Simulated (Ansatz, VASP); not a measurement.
**One calculation of MgO, two programs**

```
CELL_PARAMETERS angstrom
2.93802 0.00000 0.00000
-1.46901 2.58257 0.00000
0.00000 0.00000 2.67968
ATOMIC_POSITIONS crystal
Mg 0.00000 0.00000 0.00000
O 0.33333 0.66667 0.50000
```

Change from the starting cell: strain +0.0150 x Voigt [0, 1, 0, 0, 0, 0], atoms carried along.

Alike in both runs: task single point; functional LDA; k mesh 9 × 9 × 8; occupations gaussian, width 0.05 eV; no spin polarisation.

|  | VASP | Ansatz |
| --- | --- | --- |
| version | VASP 6.6.1 | Ansatz 0.2.0 |
| potentials or method | VASP PAW LDA potentials, release 64 (Mg, O), cutoff 520 eV | scalar-relativistic, plane waves, PAW |
| valence electrons in the cell | 8 | 16 |

|  | VASP | Ansatz | Ansatz less VASP |
| --- | --- | --- | --- |
| gap on the k mesh at the Fermi level (eV) | 2.79 | 2.80 | +0.003 |
| least direct gap on the mesh (eV) | 3.18 | 3.18 | 0.000 |
| pressure (GPa) | -12.5 | -10.9 | +1.59 |
| traceless stress, the component that is largest in VASP (GPa) | -2.29 | -2.36 | -0.071 |
| rms of the force components (eV/Å) | 0.009 | 0.008 | -0.0006 |

LDA's correlation is that of Perdew and Zunger in VASP and of Perdew and Wang (1992) in Ansatz. Atom by atom the forces differ by 0.001 eV/Å (rms over components). VASP's potentials hold 8 valence electrons a cell and Ansatz's 16, so a difference there can come from the potentials and not from the codes.
